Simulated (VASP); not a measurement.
# Be (Im-3m) in VASP: single point with PBEsol

Aim: the single point of Be with PBEsol.

Program: VASP 6.6.1. These are calculated values, not measurements. Logs are shortened: lines on timing, memory, paths and dates and some standing lists are left out, and cuts for length are marked.

## (1) The cell of the first run

The structure is cubic, space group Im-3m (No. 229). The conventional cell has a = 2.493 Å, b = 2.493 Å, c = 2.493 Å, α = 90.00°, β = 90.00°, γ = 90.00°. Within 2.9 Å of Be (site symmetry m-3m) lie 14 Be at 2.16 to 2.49 Å.

## (2) Single point, PBEsol

The input, INCAR:

```
  PREC = Accurate
  ENCUT = 520
  EDIFF = 1E-6
  ISMEAR = 0
  SIGMA = 0.1
  LREAL = F
  LASPH = T
  NELM = 60
  ALGO = Normal
  ISIF = 2
  LWAVE = F
  LCHARG = F
  GGA = PS
  NBANDS = 18
```

The input, KPOINTS:

```
regular mesh
0
Gamma
  6 6 6
```

The input, POSCAR:

```
Be
1.0
   -2.4926163248      2.4926163248      2.4926163248
    2.4926163248     -2.4926163248      2.4926163248
    2.4926163248      2.4926163248     -2.4926163248
Be
8
Direct
    0.0000000000      0.0000000000      0.0000000000
    0.0000000000      0.0000000000      0.5000000000
    1.0000000000      0.5000000000      0.0000000000
    1.0000000000      0.5000000000      0.5000000000
    0.5000000000      1.0000000000      1.0000000000
    0.5000000000      0.0000000000      0.5000000000
    0.5000000000      0.5000000000      0.0000000000
    0.5000000000      0.5000000000      0.5000000000
```

Potentials or basis: VASP PAW PBE potentials, release 64 (Be).

Started as:

```console
cat potpaw_PBE.64/Be/POTCAR > POTCAR
mpirun -np 1 vasp_std > vasp.out
```

OUTCAR:

```text
PREC = Accurate
   ENCUT = 520
   EDIFF = 1E-6
   ISMEAR = 0
   LREAL = F
   LASPH = T
   NELM = 60
   ISIF = 2
   GGA = PS

 ion  position               nearest neighbor table
   1  0.000  0.000  0.000-   2 2.16   3 2.16   5 2.16   8 2.16   2 2.16   3 2.16   5 2.16   8 2.16

   2  0.000  0.000  0.500-   1 2.16   4 2.16   6 2.16   7 2.16   1 2.16   4 2.16   6 2.16   7 2.16

   3  0.000  0.500  0.000-   1 2.16   4 2.16   6 2.16   7 2.16   4 2.16   1 2.16   7 2.16   6 2.16

   4  0.000  0.500  0.500-   2 2.16   3 2.16   5 2.16   8 2.16   3 2.16   2 2.16   8 2.16   5 2.16

   5  0.500  0.000  0.000-   1 2.16   4 2.16   6 2.16   7 2.16   6 2.16   7 2.16   1 2.16   4 2.16

   6  0.500  0.000  0.500-   2 2.16   3 2.16   5 2.16   8 2.16   5 2.16   8 2.16   2 2.16   3 2.16

   7  0.500  0.500  0.000-   2 2.16   3 2.16   5 2.16   8 2.16   8 2.16   5 2.16   3 2.16   2 2.16

   8  0.500  0.500  0.500-   1 2.16   4 2.16   6 2.16   7 2.16   7 2.16   6 2.16   4 2.16   1 2.16

  LATTYP: Found a body centered cubic cell.
 ALAT       =     4.9852326496

  Lattice vectors:

 A1 = (  -2.4926163248,   2.4926163248,   2.4926163248)
 A2 = (   2.4926163248,  -2.4926163248,   2.4926163248)
 A3 = (   2.4926163248,   2.4926163248,  -2.4926163248)

Analysis of symmetry for initial positions (statically):
=====================================================================
 Subroutine PRICEL returns following result:

  LATTYP: Found a body centered cubic cell.
 ALAT       =     2.4926163248

  Lattice vectors:

 A1 = (  -1.2463081624,   1.2463081624,   1.2463081624)
 A2 = (   1.2463081624,  -1.2463081624,   1.2463081624)
 A3 = (   1.2463081624,   1.2463081624,  -1.2463081624)

   8 primitive cells build up your supercell.

 Routine SETGRP: Setting up the symmetry group for a
 body centered cubic supercell.

 Subroutine GETGRP returns: Found 48 space group operations
 (whereof 48 operations were pure point group operations)
 out of a pool of 48 trial point group operations.

The static configuration has the point symmetry O_h .

Analysis of symmetry for dynamics (positions and initial velocities):
=====================================================================
 Subroutine PRICEL returns following result:

  LATTYP: Found a body centered cubic cell.
 ALAT       =     2.4926163248

  Lattice vectors:

 A1 = (  -1.2463081624,   1.2463081624,   1.2463081624)
 A2 = (   1.2463081624,  -1.2463081624,   1.2463081624)
 A3 = (   1.2463081624,   1.2463081624,  -1.2463081624)

   8 primitive cells build up your supercell.

 Routine SETGRP: Setting up the symmetry group for a
 body centered cubic supercell.

 Subroutine GETGRP returns: Found 48 space group operations
 (whereof 48 operations were pure point group operations)
 out of a pool of 48 trial point group operations.

The dynamic configuration has the point symmetry O_h .

 Subroutine INISYM returns: Found 48 space group operations
 (whereof 48 operations are pure point group operations),
 and found     8 'primitive' translations

----------------------------------------------------------------------------------------

                                     Primitive cell

  volume of cell :       7.7435

  direct lattice vectors                    reciprocal lattice vectors
    -1.246308162  1.246308162  1.246308162     0.000000000  0.401184888  0.401184888
     1.246308162 -1.246308162  1.246308162     0.401184888  0.000000000  0.401184888
     1.246308162  1.246308162 -1.246308162     0.401184888  0.401184888  0.000000000

  length of vectors
     2.158669059  2.158669059  2.158669059     0.567361109  0.567361109  0.567361109

  position of ions in fractional coordinates (direct lattice)
     0.000000000  0.000000000  0.000000000

  ion indices of the primitive-cell ions
   primitive index   ion index
                 1           1

----------------------------------------------------------------------------------------

 KPOINTS: regular mesh

Automatic generation of k-mesh.
 Grid dimensions read from file:
 generate k-points for:    6    6    6

 Generating k-lattice:

  Cartesian coordinates                     Fractional coordinates (reciprocal lattice)
     0.000000000  0.033432074  0.033432074     0.166666667  0.000000000  0.000000000
     0.033432074  0.000000000  0.033432074     0.000000000  0.166666667  0.000000000
     0.033432074  0.033432074  0.000000000     0.000000000  0.000000000  0.166666667

  Length of vectors
     0.047280092  0.047280092  0.047280092

  Shift w.r.t. Gamma in fractional coordinates (k-lattice)
     0.000000000  0.000000000  0.000000000

 Subroutine IBZKPT returns following result:
 ===========================================

 Found     16 irreducible k-points:

 Following reciprocal coordinates:
            Coordinates               Weight
  0.000000  0.000000  0.000000      1.000000
  0.166667  0.000000  0.000000     12.000000
  0.333333  0.000000  0.000000     12.000000
  0.500000  0.000000  0.000000      6.000000
  0.166667  0.166667  0.000000     24.000000
  0.333333  0.166667 -0.000000     48.000000
[... 8 lines left out ...]
  0.500000  0.500000  0.333333     12.000000
  0.500000  0.500000  0.500000      1.000000
   k-points           NKPTS =     16   k-points in BZ     NKDIM =     16   number of bands    NBANDS=     18
   number of dos      NEDOS =    301   number of ions     NIONS =      8
   total plane-waves  NPLWV =  32768
   dimension x,y,z NGX =    32 NGY =   32 NGZ =   32
   dimension x,y,z NGXF=    64 NGYF=   64 NGZF=   64
   ions per type =               8
   NGX,Y,Z   is equivalent  to a cutoff of  12.32, 12.32, 12.32 a.u.
   NGXF,Y,Z  is equivalent  to a cutoff of  24.64, 24.64, 24.64 a.u.
 SYSTEM =  unknown system
   PREC   = accura    normal or accurate (medium, high low for compatibility)
   ISTART =      0    job   : 0-new  1-cont  2-samecut
   ICHARG =      2    charge: 1-file 2-atom 10-const
   ISPIN  =      1    spin polarized calculation?
   LNONCOLLINEAR =      F non collinear calculations
   LSORBIT =      F    spin-orbit coupling
   LASPH  =      T    aspherical Exc in radial PAW
   ENCUT  =  520.0 eV  38.22 Ry    6.18 a.u.   8.03  8.03  8.03*2*pi/ulx,y,z
   NELM   =     60;   NELMIN=  2; NELMDL= -5     # of ELM steps
   EDIFF  = 0.1E-05   stopping-criterion for ELM
   LREAL  =      F    real-space projection
   EDIFFG = 0.1E-04   stopping-criterion for IOM
   NSW    =      0    number of steps for IOM
   IBRION =     -1    ionic relax: 0-MD 1-quasi-New 2-CG
   NFREE  =      0    steps in history (QN), initial steepest desc. (CG)
   ISIF   =      2    stress and relaxation
   ISYM   =      2    0-nonsym 1-usesym 2-fastsym
   POTIM  = 0.5000    time-step for ionic-motion
   TEBEG  =    0.0;   TEEND  =   0.0 temperature during run
   PSTRESS=    0.0 pullay stress
   NELECT =      16.0000    total number of electrons
   NUPDOWN=      -1.0000    fix difference up-down
   EMIN   =  10.00;   EMAX   =-10.00  energy-range for DOS
   EFERMI =   0.00;   METHOD = LEGACY
   ISMEAR =     0;   SIGMA  =   0.10  broadening in eV -4-tet -1-fermi 0-gaus
   EFERMI_NEDOS =   21; number of points for ismear=-14 and -15
   IALGO  =     38    algorithm
   IMIX   =      4    mixing-type and parameters
     AMIX     =   0.40;   BMIX     =  1.00
     AMIX_MAG =   1.60;   BMIX_MAG =  1.00
  volume/ion in A,a.u.               =       7.74        52.26
  Fermi-wavevector in a.u.,A,eV,Ry     =   1.042572  1.970175 14.788939  1.086956
  Thomas-Fermi vector in A             =   2.177243
   LORBIT       =      0    0 simple, 1 ext, 2 COOP (PROOUT), +10 PAW based schemes
   GGA     = PS    functional components
   LHFCALC =     F    Hartree Fock is set to
   AEXX    =    0.0000 exact exchange contribution
   IVDW    =     0    specifies the selected vdW correction
   LEPSILON=     F    determine dielectric tensor
   LRPA    =     F    only Hartree local field effects (RPA)
 non-spin polarized calculation
 Gauss-broadening in eV      SIGMA  =   0.10
  energy-cutoff  :      520.00
  volume of cell :       61.95
 maximum number of plane-waves:      1688
   NGX = 15   NGY = 15   NGZ = 15

 number of electron      16.0000000 magnetization

 Free energy of the ion-electron system (eV)
  ---------------------------------------------------
  ext. energy  EPLUGINS =         0.00000000
  ---------------------------------------------------
  free energy    TOTEN  =       -31.13555007 eV

  energy without entropy =      -31.12613397  energy(sigma->0) =      -31.13084202

 E-fermi :   8.2831     XC(G=0): -10.6819

 val. band max:        8.2419194597   @ k =   0.3333   0.1667   0.1667
 cond. band min:       8.3335456603   @ k =  -0.1667   0.1667   0.1667
 fundamental gap:      0.0916262006
 Fermi energy:         8.2831272192

 k-point     1 :       0.0000    0.0000    0.0000
  band No.  band energies     occupation
      1      -4.2711      2.00000
      2       2.7554      2.00000
      3       2.7554      2.00000
      4       2.7554      2.00000
      5       2.7554      2.00000
      6       2.7554      2.00000
[... 10 lines left out ...]
     17      17.9379      0.00000
     18      17.9379      0.00000

 k-point     2 :       0.1667    0.0000    0.0000
  band No.  band energies     occupation
      1      -4.0266      2.00000
      2       1.5474      2.00000
      3       2.6214      2.00000
      4       2.6214      2.00000
      5       2.6214      2.00000
      6       2.6214      2.00000
[... 10 lines left out ...]
     17      19.0296      0.00000
     18      19.1540      0.00000
[... 274 lines left out ...]
 k-point    16 :       0.5000    0.5000    0.5000
  band No.  band energies     occupation
      1       0.2139      2.00000
      2       0.2139      2.00000
      3       0.2139      2.00000
      4       0.2139      2.00000
      5       0.2139      2.00000
      6       0.2139      2.00000
[... 10 lines left out ...]
     17      17.5816      0.00000
     18      17.5816      0.00000

------------------------ aborting loop because EDIFF is reached ----------------------------------------

  FORCE on cell =-STRESS in cart. coord.  units (eV):
  Direction    XX          YY          ZZ          XY          YZ          ZX
  --------------------------------------------------------------------------------------
  -------------------------------------------------------------------------------------
  Total        0.2036378      0.2036378      0.2036378      0.0000000      0.0000000     -0.0000000
  in kB        5.2667498      5.2667498      5.2667498      0.0000000      0.0000000     -0.0000000
  external PRESSURE =       5.2667498 kB  Pullay stress =       0.0000000 kB

 VOLUME and BASIS-vectors are now :
 -----------------------------------------------------------------------------
  energy-cutoff  :      520.00
  volume of cell :       61.95
      direct lattice vectors                 reciprocal lattice vectors
    -2.492616325  2.492616325  2.492616325     0.000000000  0.200592444  0.200592444
     2.492616325 -2.492616325  2.492616325     0.200592444  0.000000000  0.200592444
     2.492616325  2.492616325 -2.492616325     0.200592444  0.200592444  0.000000000

 POSITION                                       TOTAL-FORCE (eV/Angst)
 -----------------------------------------------------------------------------------
      0.00000      0.00000      0.00000        -0.000000     -0.000000      0.000000
      1.24631      1.24631     -1.24631         0.000000     -0.000000      0.000000
      1.24631     -1.24631      1.24631         0.000000      0.000000     -0.000000
      2.49262      0.00000      0.00000         0.000000     -0.000000      0.000000
     -1.24631      1.24631      1.24631        -0.000000      0.000000      0.000000
      0.00000      2.49262      0.00000        -0.000000     -0.000000     -0.000000
      0.00000      0.00000      2.49262        -0.000000      0.000000     -0.000000
      1.24631      1.24631      1.24631        -0.000000     -0.000000     -0.000000
 -----------------------------------------------------------------------------------
    total drift:                               -0.000000     -0.000000     -0.000000

  FREE ENERGIE OF THE ION-ELECTRON SYSTEM (eV)
  ---------------------------------------------------
  free  energy   TOTEN  =       -31.1355500670 eV

  energy  without entropy=      -31.1261339680  energy(sigma->0) =      -31.13084202
```

It took 11 s on 1 thread of Intel Xeon Platinum 8259CL at 2.50GHz (Skylake/Cascade Lake), shared host; peak memory 0.17 GiB.

Results:

```yaml
Free_energy: -31.1356 eV
Pressure: 0.5 GPa
Band_gap_on_the_k_mesh: zero (band 8 reaches 8.64 eV, above the bottom of band 9 at 6.66 eV)
```

Levels at points of the mesh, in eV from the Fermi level:
| k point | band 6 | band 7 | band 8 | band 9 | band 10 | band 11 |
| --- | --- | --- | --- | --- | --- | --- |
| (0.00, 0.00, 0.00) | -5.53 | -5.53 | 0.21 | 0.21 | 0.21 | 0.21 |
| (0.50, 0.00, 0.00) | -6.00 | -2.65 | -2.65 | 1.19 | 1.19 | 3.19 |
| (0.50, 0.50, 0.50) | -8.07 | 0.36 | 0.36 | 0.36 | 0.36 | 0.36 |

Caveat: the PAW data sets were made with another functional, which shifts forces and pressure a little.
